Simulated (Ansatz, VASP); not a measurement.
GaAs in VASP and in Ansatz

```
Ga As
1.0
     0.00000    2.82905    2.81491
     2.82905    0.00000    2.81491
     2.82905    2.82905    0.00000
Ga As
1 1
Direct
  0.00000 0.00000 0.00000
  0.75000 0.75000 0.75000
```

Change from the starting cell: z stretched by -0.5 %, x and y held.

Alike in both runs: task single point; functional PBEsol; k mesh 8 × 8 × 8; occupations fermi-dirac, width 0.01 eV; non-collinear spin, spin-orbit coupling.

|  | VASP | Ansatz |
| --- | --- | --- |
| version | VASP 6.6.1 | Ansatz 0.2.0 |
| potentials or method | VASP PAW PBE potentials, release 64 (Ga_d, As), cutoff 520 eV | all-electron LAPW |

|  | VASP | Ansatz | Ansatz less VASP |
| --- | --- | --- | --- |
| pressure (GPa) | 0.5 | 0.4 | -0.14 |
| traceless stress, the component that is largest in VASP (GPa) | 0.20 | 0.20 | 0.000 |
| net moment per atom (μB) | 0.00 | 0.00 | 0.000 |

VASP's potentials were made for PBE, not for PBEsol. Ansatz ran all-electron here, and VASP with PAW potentials.
